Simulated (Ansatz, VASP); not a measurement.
# RbGe2 in VASP and in Ansatz

```
Rb Ge
1.0
    -2.46753    2.46753    7.55414
     2.46753   -2.46753    7.55414
     2.46753    2.46753   -7.55414
Rb Ge
2 4
Direct
  0.00000 0.00000 0.00000
  0.75000 0.25000 0.50000
  0.41557 0.41557 0.00000
  0.16557 0.66557 0.50000
  0.33443 0.83443 0.50000
  0.58443 0.58443 0.00000
```

Alike in both runs: functional PBE; k mesh 6 × 6 × 6; occupations gaussian, width 0.1 eV; no spin polarisation.

Ansatz relaxed the structure, and its values are those at the end. VASP's run is a single point on that final structure, the one shown.

```csv
,VASP,Ansatz
version,VASP 6.6.1,Ansatz 0.2.0
potentials or method,"VASP PAW PBE potentials, release 64 (Rb_sv, Ge_d), cutoff 520 eV","scalar-relativistic, plane waves, PAW"
valence electrons in the cell,74,74
```

|  | VASP | Ansatz | Ansatz less VASP |
| --- | --- | --- | --- |
| gap on the k mesh at the Fermi level (eV) | none | none | - |
| pressure (GPa) | 0.1 | 0.1 | -0.02 |

A gap of «none» marks a metal or a gap that the smearing closes. With one functional, cell and mesh, what is left measures potentials, basis and numerics.
